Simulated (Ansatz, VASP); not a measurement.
# One calculation of Zr3SiO, two programs

File INCAR:

```
SYSTEM = Zr3SiO
  PREC = Accurate
  ENCUT = 600
  EDIFF = 1E-7
  ISMEAR = 0
  SIGMA = 0.1
  LREAL = .False.
  LASPH = .True.
  NELM = 60
  ALGO = Normal
  ISIF = 3
  LWAVE = .False.
  LCHARG = .False.
  GGA = PE
  IBRION = 2
  NSW = 90
  EDIFFG = -0.04
```

KPOINTS

```
regular mesh
0
Gamma
  6 6 6
  0 0 0
```

The input POSCAR:

```
Zr3SiO
1.0
    2.5424495600      1.4678839400      4.0704837000
   -2.5424495600      1.4678839400      4.0704837000
    0.0000000000     -2.9357678700      4.0704837000
Zr Si O
3 1 1
Direct
    0.0000000000      0.0000000000      0.5000000000
    0.5000000000      0.0000000000      0.0000000000
    0.0000000000      0.5000000000      0.0000000000
    0.5000000000      0.5000000000      0.5000000000
    0.0000000000      0.0000000000      0.0000000000
```

Input for Ansatz:

```yaml
crystal:
  lattice:
    - [2.54244956, 1.46788394, 4.0704837]
    - [-2.54244956, 1.46788394, 4.0704837]
    - [0.0, -2.93576787, 4.0704837]
  atoms:
    - { symbol: Zr, position: [0.0, 0.0, 0.5] }
    - { symbol: Zr, position: [0.5, 0.0, 0.0] }
    - { symbol: Zr, position: [0.0, 0.5, 0.0] }
    - { symbol: Si, position: [0.5, 0.5, 0.5] }
    - { symbol: O, position: [0.0, 0.0, 0.0] }
basis:
  ecutwfc: 420
kpoints:
  mp_grid: { grid: [6, 6, 6] }
hamiltonian:
  xc: pbe
scf:
  occupations: { method: gaussian, width: 0.1 }
  lower_state_search: "off"
output:
  forces: true
  stress: true
  eigenvalues: true
relax:
  adjacent_minimum: "off"
  f_tol: 0.04
  max_steps: 70
  cell: { stress_tol: 0.4 }
```

Alike in both runs: task relaxation of cell and atoms; functional PBE; k mesh 6 × 6 × 6; occupations gaussian, width 0.1 eV; no spin polarisation.

```csv
,VASP,Ansatz
version,VASP 6.6.1,Ansatz 0.2.0
potentials or method,"VASP PAW PBE potentials, release 64 (Zr_sv, Si, O), cutoff 600 eV","scalar-relativistic, plane waves, PAW"
valence electrons in the cell,46,46
```

Ansatz gave:

- gap on the k mesh at the Fermi level, each at its own relaxed structure (eV): none
- relaxed volume (Å³/atom): 16.99
- relaxed length of the cell vector where the two differ most in proportion (Å): 4.399

Problem. Which values does VASP return?

Solution. gap on the k mesh at the Fermi level, each at its own relaxed structure (eV): none; relaxed volume (Å³/atom): 16.98; relaxed length of the cell vector where the two differ most in proportion (Å): 4.399.

A gap of «none» marks a metal or a gap that the smearing closes.
